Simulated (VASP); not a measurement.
# Sr (Fd-3m) in VASP: further runs

Sr is run at these levels: RPBE; tasks: single point.

All numbers are computed with VASP 6.6.1; they aren't measurements. Logs are shortened: lines on timing, memory, paths and dates and some standing lists are left out, and cuts for length are marked.

### Step 1. The cell of the first run

Symmetry: Fd-3m, No. 227, cubic system. The conventional cell has a = 9.450 Å, b = 9.450 Å, c = 9.450 Å, α = 90.00°, β = 90.00°, γ = 90.00°. Sr (site symmetry -43m) has 4 Sr at 4.09 Å within 5.4 Å.

### Step 2. Single point, RPBE (volume scaled by 0.88)

Input file INCAR:

```
  ALGO = Normal
  EDIFF = 1E-6
  ENCUT = 520
  GGA = RP
  ISIF = 2
  ISMEAR = -1
  LASPH = T
  LCHARG = T
  LELF = T
  LREAL = F
  LVHAR = T
  LWAVE = F
  NBANDS = 17
  NELM = 60
  PREC = Accurate
  SIGMA = 0.1
```

Input file KPOINTS:

```
k-points
0
Gamma
  6 6 6
```

Input file POSCAR:

```
Sr
1.0
    0.0000000000      4.7249954276      4.7249954276
    4.7249954276      0.0000000000      4.7249954276
    4.7249954276      4.7249954276      0.0000000000
Sr
2
Direct
    0.1250000000      0.1250000000      0.1250000000
    0.8750000000      0.8750000000      0.8750000000
```

Potentials or basis: VASP PAW PBE potentials, release 64 (Sr_sv).

Command:

```bash
cat potpaw_PBE.64/Sr_sv/POTCAR > POTCAR
mpirun -np 1 vasp_std > vasp.out
```

OUTCAR:

```text
EDIFF = 1E-6
   ENCUT = 520
   GGA = RP
   ISIF = 2
   ISMEAR = -1
   LASPH = T
   LREAL = F
   NELM = 60
   PREC = Accurate

 ion  position               nearest neighbor table
   1  0.125  0.125  0.125-   2 4.09   2 4.09   2 4.09   2 4.09
   2  0.875  0.875  0.875-   1 4.09   1 4.09   1 4.09   1 4.09

  LATTYP: Found a face centered cubic cell.
 ALAT       =     9.4499908552

  Lattice vectors:

 A1 = (   0.0000000000,   4.7249954276,   4.7249954276)
 A2 = (   4.7249954276,   0.0000000000,   4.7249954276)
 A3 = (   4.7249954276,   4.7249954276,   0.0000000000)

Analysis of symmetry for initial positions (statically):
=====================================================================
 Subroutine PRICEL returns:
 Original cell was already a primitive cell.

 Routine SETGRP: Setting up the symmetry group for a
 face centered cubic supercell.

 Subroutine GETGRP returns: Found 48 space group operations
 (whereof 12 operations were pure point group operations)
 out of a pool of 48 trial point group operations.

The static configuration has the point symmetry D_3d.
 The point group associated with its full space group is O_h .

Analysis of symmetry for dynamics (positions and initial velocities):
=====================================================================
 Subroutine PRICEL returns:
 Original cell was already a primitive cell.

 Routine SETGRP: Setting up the symmetry group for a
 face centered cubic supercell.

 Subroutine GETGRP returns: Found 48 space group operations
 (whereof 12 operations were pure point group operations)
 out of a pool of 48 trial point group operations.

The dynamic configuration has the point symmetry D_3d.
 The point group associated with its full space group is O_h .

 Subroutine INISYM returns: Found 48 space group operations
 (whereof 12 operations are pure point group operations),
 and found     1 'primitive' translations

----------------------------------------------------------------------------------------

                                     Primitive cell

  volume of cell :     210.9765

  direct lattice vectors                    reciprocal lattice vectors
     0.000000000  4.724995428  4.724995428    -0.105820208  0.105820208  0.105820208
     4.724995428  0.000000000  4.724995428     0.105820208 -0.105820208  0.105820208
     4.724995428  4.724995428  0.000000000     0.105820208  0.105820208 -0.105820208

  length of vectors
     6.682152616  6.682152616  6.682152616     0.183285977  0.183285977  0.183285977

  position of ions in fractional coordinates (direct lattice)
     0.125000000  0.125000000  0.125000000
     0.875000000  0.875000000  0.875000000

  ion indices of the primitive-cell ions
   primitive index   ion index
                 1           1
                 2           2

----------------------------------------------------------------------------------------

 KPOINTS: k-points

Automatic generation of k-mesh.
 Grid dimensions read from file:
 generate k-points for:    6    6    6

 Generating k-lattice:

  Cartesian coordinates                     Fractional coordinates (reciprocal lattice)
    -0.017636701  0.017636701  0.017636701     0.166666667  0.000000000  0.000000000
     0.017636701 -0.017636701  0.017636701     0.000000000  0.166666667  0.000000000
     0.017636701  0.017636701 -0.017636701     0.000000000  0.000000000  0.166666667

  Length of vectors
     0.030547663  0.030547663  0.030547663

  Shift w.r.t. Gamma in fractional coordinates (k-lattice)
     0.000000000  0.000000000  0.000000000

 Subroutine IBZKPT returns following result:
 ===========================================

 Found     16 irreducible k-points:

 Following reciprocal coordinates:
            Coordinates               Weight
  0.000000  0.000000  0.000000      1.000000
  0.166667  0.000000  0.000000      8.000000
  0.333333  0.000000  0.000000      8.000000
  0.500000  0.000000  0.000000      4.000000
  0.166667  0.166667  0.000000      6.000000
  0.333333  0.166667  0.000000     24.000000
[... 8 lines left out ...]
 -0.333333  0.333333  0.166667     24.000000
 -0.333333  0.500000  0.166667     12.000000
   k-points           NKPTS =     16   k-points in BZ     NKDIM =     16   number of bands    NBANDS=     17
   number of dos      NEDOS =    301   number of ions     NIONS =      2
   total plane-waves  NPLWV = 125000
   dimension x,y,z NGX =    50 NGY =   50 NGZ =   50
   dimension x,y,z NGXF=   100 NGYF=  100 NGZF=  100
   ions per type =               2
   NGX,Y,Z   is equivalent  to a cutoff of  12.44, 12.44, 12.44 a.u.
   NGXF,Y,Z  is equivalent  to a cutoff of  24.88, 24.88, 24.88 a.u.
 SYSTEM =  unknown system
   PREC   = accura    normal or accurate (medium, high low for compatibility)
   ISTART =      0    job   : 0-new  1-cont  2-samecut
   ICHARG =      2    charge: 1-file 2-atom 10-const
   ISPIN  =      1    spin polarized calculation?
   LNONCOLLINEAR =      F non collinear calculations
   LSORBIT =      F    spin-orbit coupling
   LASPH  =      T    aspherical Exc in radial PAW
   ENCUT  =  520.0 eV  38.22 Ry    6.18 a.u.  12.42 12.42 12.42*2*pi/ulx,y,z
   NELM   =     60;   NELMIN=  2; NELMDL= -5     # of ELM steps
   EDIFF  = 0.1E-05   stopping-criterion for ELM
   LREAL  =      F    real-space projection
   EDIFFG = 0.1E-04   stopping-criterion for IOM
   NSW    =      0    number of steps for IOM
   IBRION =     -1    ionic relax: 0-MD 1-quasi-New 2-CG
   NFREE  =      0    steps in history (QN), initial steepest desc. (CG)
   ISIF   =      2    stress and relaxation
   ISYM   =      2    0-nonsym 1-usesym 2-fastsym
   POTIM  = 0.5000    time-step for ionic-motion
   TEBEG  =    0.0;   TEEND  =   0.0 temperature during run
   PSTRESS=    0.0 pullay stress
   NELECT =      20.0000    total number of electrons
   NUPDOWN=      -1.0000    fix difference up-down
   EMIN   =  10.00;   EMAX   =-10.00  energy-range for DOS
   EFERMI =   0.00;   METHOD = LEGACY
   ISMEAR =    -1;   SIGMA  =   0.10  broadening in eV -4-tet -1-fermi 0-gaus
   EFERMI_NEDOS =   21; number of points for ismear=-14 and -15
   IALGO  =     38    algorithm
   IMIX   =      4    mixing-type and parameters
     AMIX     =   0.40;   BMIX     =  1.00
     AMIX_MAG =   1.60;   BMIX_MAG =  1.00
  volume/ion in A,a.u.               =     105.49       711.87
  Fermi-wavevector in a.u.,A,eV,Ry     =   0.746460  1.410606  7.581209  0.557203
  Thomas-Fermi vector in A             =   1.842287
   LORBIT       =      0    0 simple, 1 ext, 2 COOP (PROOUT), +10 PAW based schemes
   GGA     = RP    functional components
   LHFCALC =     F    Hartree Fock is set to
   AEXX    =    0.0000 exact exchange contribution
   IVDW    =     0    specifies the selected vdW correction
   LEPSILON=     F    determine dielectric tensor
   LRPA    =     F    only Hartree local field effects (RPA)
 non-spin polarized calculation
  energy-cutoff  :      520.00
  volume of cell :      210.98
 maximum number of plane-waves:      5769
 NGX is ok and might be reduce to    50
   NGX = 25   NGY = 25   NGZ = 25

 number of electron      20.0000000 magnetization

 Free energy of the ion-electron system (eV)
  ---------------------------------------------------
  ext. energy  EPLUGINS =         0.00000000
  ---------------------------------------------------
  free energy    TOTEN  =        -1.14493274 eV

  energy without entropy =       -1.02784889  energy(sigma->0) =       -1.08639081

 E-fermi :  -0.1481     XC(G=0):  -5.3478

 val. band max:       -0.2246797780   @ k =   0.3333   0.3333   0.0000
 cond. band min:      -0.1223566808   @ k =   0.3333   0.1667   0.0000
 fundamental gap:      0.1023230973
 Fermi energy:        -0.1481366461

 k-point     1 :       0.0000    0.0000    0.0000
  band No.  band energies     occupation
      1     -37.8070      2.00000
      2     -37.7914      2.00000
      3     -19.7947      2.00000
      4     -19.7947      2.00000
      5     -19.7947      2.00000
      6     -19.7164      2.00000
[... 9 lines left out ...]
     16       1.2926      0.00000
     17       1.2926      0.00000

 k-point     2 :       0.1667    0.0000    0.0000
  band No.  band energies     occupation
      1     -37.8063      2.00000
      2     -37.7922      2.00000
      3     -19.7966      2.00000
      4     -19.7966      2.00000
      5     -19.7935      2.00000
      6     -19.7178      2.00000
[... 9 lines left out ...]
     16       1.3179      0.00000
     17       1.3179      0.00000

 k-point     3 :       0.3333    0.0000    0.0000
  band No.  band energies     occupation
      1     -37.8044      2.00000
      2     -37.7940      2.00000
      3     -19.8001      2.00000
      4     -19.8001      2.00000
      5     -19.7911      2.00000
      6     -19.7207      2.00000
[... 9 lines left out ...]
     16       1.4743      0.00000
     17       1.4743      0.00000

 k-point     4 :       0.5000    0.0000    0.0000
  band No.  band energies     occupation
      1     -37.8031      2.00000
      2     -37.7953      2.00000
      3     -19.8018      2.00000
      4     -19.8018      2.00000
      5     -19.7899      2.00000
      6     -19.7222      2.00000
[... 9 lines left out ...]
     16       1.6325      0.00000
     17       1.6325      0.00000

 k-point     5 :       0.1667    0.1667    0.0000
  band No.  band energies     occupation
      1     -37.8060      2.00000
      2     -37.7924      2.00000
      3     -19.7987      2.00000
      4     -19.7987      2.00000
      5     -19.7896      2.00000
      6     -19.7218      2.00000
[... 9 lines left out ...]
     16       1.2946      0.00000
     17       1.2946      0.00000

 k-point     6 :       0.3333    0.1667    0.0000
  band No.  band energies     occupation
      1     -37.8044      2.00000
      2     -37.7940      2.00000
      3     -19.8027      2.00000
      4     -19.8022      2.00000
      5     -19.7845      2.00000
      6     -19.7272      2.00000
[... 9 lines left out ...]
     16       1.3870      0.00000
     17       1.4264      0.00000

 k-point     7 :       0.5000    0.1667    0.0000
  band No.  band energies     occupation
      1     -37.8026      2.00000
      2     -37.7958      2.00000
      3     -19.8062      2.00000
      4     -19.8037      2.00000
      5     -19.7808      2.00000
      6     -19.7311      2.00000
[... 9 lines left out ...]
     16       1.6344      0.00000
     17       1.6496      0.00000

 k-point     8 :      -0.3333    0.1667    0.0000
  band No.  band energies     occupation
      1     -37.8031      2.00000
      2     -37.7953      2.00000
      3     -19.8063      2.00000
      4     -19.8018      2.00000
      5     -19.7828      2.00000
      6     -19.7290      2.00000
[... 9 lines left out ...]
     16       1.4914      0.00000
     17       1.7520      0.00000

 k-point     9 :      -0.1667    0.1667    0.0000
  band No.  band energies     occupation
      1     -37.8051      2.00000
      2     -37.7933      2.00000
      3     -19.8020      2.00000
      4     -19.7982      2.00000
      5     -19.7889      2.00000
      6     -19.7227      2.00000
[... 9 lines left out ...]
     16       1.3533      0.00000
     17       1.4478      0.00000

 k-point    10 :       0.3333    0.3333    0.0000
  band No.  band energies     occupation
      1     -37.8031      2.00000
      2     -37.7953      2.00000
      3     -19.8057      2.00000
      4     -19.8057      2.00000
      5     -19.7755      2.00000
      6     -19.7365      2.00000
[... 9 lines left out ...]
     16       1.2995      0.00000
     17       1.2995      0.00000

 k-point    11 :       0.5000    0.3333    0.0000
  band No.  band energies     occupation
      1     -37.8012      2.00000
      2     -37.7973      2.00000
      3     -19.8088      2.00000
      4     -19.8072      2.00000
      5     -19.7673      2.00000
      6     -19.7448      2.00000
[... 9 lines left out ...]
     16       1.4632      0.00000
     17       1.6722      0.00000

 k-point    12 :      -0.3333    0.3333    0.0000
  band No.  band energies     occupation
      1     -37.8012      2.00000
      2     -37.7973      2.00000
      3     -19.8100      2.00000
      4     -19.8054      2.00000
      5     -19.7702      2.00000
      6     -19.7418      2.00000
[... 9 lines left out ...]
     16       1.5911      0.00000
     17       1.8745      0.00000

 k-point    13 :       0.5000    0.5000    0.0000
  band No.  band energies     occupation
      1     -37.7992      2.00000
      2     -37.7992      2.00000
      3     -19.8089      2.00000
      4     -19.8089      2.00000
      5     -19.7562      2.00000
      6     -19.7562      2.00000
[... 9 lines left out ...]
     16       1.3051      0.00000
     17       1.8338      0.00000

 k-point    14 :       0.5000    0.3333    0.1667
  band No.  band energies     occupation
      1     -37.8026      2.00000
      2     -37.7958      2.00000
      3     -19.8076      2.00000
      4     -19.8045      2.00000
      5     -19.7759      2.00000
      6     -19.7360      2.00000
[... 9 lines left out ...]
     16       1.3791      0.00000
     17       1.7648      0.00000

 k-point    15 :      -0.3333    0.3333    0.1667
  band No.  band energies     occupation
      1     -37.8012      2.00000
      2     -37.7973      2.00000
      3     -19.8094      2.00000
      4     -19.8062      2.00000
      5     -19.7698      2.00000
      6     -19.7421      2.00000
[... 9 lines left out ...]
     16       1.4628      0.00000
     17       1.9569      0.00000

 k-point    16 :      -0.3333    0.5000    0.1667
  band No.  band energies     occupation
      1     -37.7992      2.00000
      2     -37.7992      2.00000
      3     -19.8090      2.00000
      4     -19.8090      2.00000
      5     -19.7560      2.00000
      6     -19.7560      2.00000
[... 9 lines left out ...]
     16       1.2029      0.00000
     17       2.0847      0.00000

------------------------ aborting loop because EDIFF is reached ----------------------------------------

  FORCE on cell =-STRESS in cart. coord.  units (eV):
  Direction    XX          YY          ZZ          XY          YZ          ZX
  --------------------------------------------------------------------------------------
  -------------------------------------------------------------------------------------
  Total        0.4972298      0.4972298      0.4972298      0.0000000      0.0000000     -0.0000000
  in kB        3.7760138      3.7760138      3.7760138      0.0000000      0.0000000     -0.0000000
  external PRESSURE =       3.7760138 kB  Pullay stress =       0.0000000 kB

 VOLUME and BASIS-vectors are now :
 -----------------------------------------------------------------------------
  energy-cutoff  :      520.00
  volume of cell :      210.98
      direct lattice vectors                 reciprocal lattice vectors
     0.000000000  4.724995428  4.724995428    -0.105820208  0.105820208  0.105820208
     4.724995428  0.000000000  4.724995428     0.105820208 -0.105820208  0.105820208
     4.724995428  4.724995428  0.000000000     0.105820208  0.105820208 -0.105820208

 POSITION                                       TOTAL-FORCE (eV/Angst)
 -----------------------------------------------------------------------------------
      1.18125      1.18125      1.18125        -0.000000     -0.000000     -0.000000
      8.26874      8.26874      8.26874         0.000000      0.000000      0.000000
 -----------------------------------------------------------------------------------
    total drift:                                0.000000      0.000000     -0.000000

  FREE ENERGIE OF THE ION-ELECTRON SYSTEM (eV)
  ---------------------------------------------------
  free  energy   TOTEN  =        -1.1449327408 eV

  energy  without entropy=       -1.0278488867  energy(sigma->0) =       -1.08639081
```

Wall time 55 s (1 thread of Intel Xeon Platinum 8488C (Sapphire Rapids), shared host); peak memory 0.33 GiB.

What came out:

```yaml
Free_energy: -1.1449 eV
Pressure: 0.4 GPa
Band_gap_on_the_k_mesh: zero (band 10 reaches 0.53 eV, above the bottom of band 11 at -0.24 eV)
```

Caveat: the PAW data sets were made with another functional, which shifts forces and pressure a little.

### Step 3. Single point, RPBE (volume scaled by 0.92)

Input file INCAR:

```
SYSTEM = Sr
PREC = Accurate ; ENCUT = 520
EDIFF = 1E-7 ; ISMEAR = -1
SIGMA = 0.1 ; LREAL = .False.
LASPH = .True. ; NELM = 60
ALGO = Normal ; ISIF = 2
LWAVE = .False. ; LCHARG = .False.
GGA = RP ; NBANDS = 17
```

Input file KPOINTS:

```
Automatic mesh
0
Gamma
  6 6 6
  0 0 0
```

Input file POSCAR:

```
Sr
1.0
    0.0000000000      4.7955281460      4.7955281460
    4.7955281460      0.0000000000      4.7955281460
    4.7955281460      4.7955281460      0.0000000000
Sr
2
Direct
    0.1250000000      0.1250000000      0.1250000000
    0.8750000000      0.8750000000      0.8750000000
```

Potentials or basis: VASP PAW PBE potentials, release 64 (Sr_sv).

Command:

```bash
cat potpaw_PBE.64/Sr_sv/POTCAR > POTCAR
mpirun -np 1 vasp_std > vasp.out
```

OUTCAR:

```text
SYSTEM = Sr
   PREC = Accurate
   ENCUT = 520
   EDIFF = 1E-7
   ISMEAR = -1
   LREAL = .False.
   LASPH = .True.
   NELM = 60
   ISIF = 2
   GGA = RP

 ion  position               nearest neighbor table
   1  0.125  0.125  0.125-   2 4.15   2 4.15   2 4.15   2 4.15
   2  0.875  0.875  0.875-   1 4.15   1 4.15   1 4.15   1 4.15

  LATTYP: Found a face centered cubic cell.
 ALAT       =     9.5910562920

  Lattice vectors:

[... 496 lines left out ...]

------------------------ aborting loop because EDIFF is reached ----------------------------------------

  FORCE on cell =-STRESS in cart. coord.  units (eV):
  Direction    XX          YY          ZZ          XY          YZ          ZX
  --------------------------------------------------------------------------------------
  -------------------------------------------------------------------------------------
  Total        0.3282634      0.3282634      0.3282634     -0.0000000     -0.0000000      0.0000000
  in kB        2.3844799      2.3844799      2.3844799     -0.0000000     -0.0000000      0.0000000
  external PRESSURE =       2.3844799 kB  Pullay stress =       0.0000000 kB

 VOLUME and BASIS-vectors are now :
 -----------------------------------------------------------------------------
  energy-cutoff  :      520.00
  volume of cell :      220.57
      direct lattice vectors                 reciprocal lattice vectors
     0.000000000  4.795528146  4.795528146    -0.104263803  0.104263803  0.104263803
     4.795528146  0.000000000  4.795528146     0.104263803 -0.104263803  0.104263803
     4.795528146  4.795528146  0.000000000     0.104263803  0.104263803 -0.104263803

 POSITION                                       TOTAL-FORCE (eV/Angst)
 -----------------------------------------------------------------------------------
      1.19888      1.19888      1.19888        -0.000000     -0.000000     -0.000000
      8.39217      8.39217      8.39217         0.000000      0.000000      0.000000
 -----------------------------------------------------------------------------------
    total drift:                                0.000000      0.000000     -0.000000

  FREE ENERGIE OF THE ION-ELECTRON SYSTEM (eV)
  ---------------------------------------------------
  free  energy   TOTEN  =        -1.1635566521 eV

  energy  without entropy=       -1.0506282058  energy(sigma->0) =       -1.10709243
```

stdout:

```text
POSCAR found type information on POSCAR Sr
 POSCAR found :  1 types and       2 ions
 scaLAPACK will be used
 -----------------------------------------------------------------------------
|                                                                             |
|                                                                             |
|     You enforced a specific xc type in the INCAR file but a different       |
|     I HOPE YOU KNOW WHAT YOU ARE DOING!                                     |
|                                                                             |
 -----------------------------------------------------------------------------

 LDA part: xc-table for (Slater+PW92), standard interpolation
 POSCAR, INCAR and KPOINTS ok, starting setup
 FFT: planning ... GRIDC
 FFT: planning ... GRID_SOFT
 FFT: planning ... GRID
 WAVECAR not read
 entering main loop
```

It took 62 s on 1 thread of Intel Xeon Platinum 8488C (Sapphire Rapids), shared host; peak memory 0.34 GiB.

Results:

* Free energy: -1.1636 eV
* Pressure: 0.2 GPa
* Band gap on the k mesh: zero (band 10 reaches 0.44 eV, above the bottom of band 11 at -0.29 eV)

Caveat: the PAW data sets were made with another functional, which shifts forces and pressure a little.

[end of part 1 of 2]
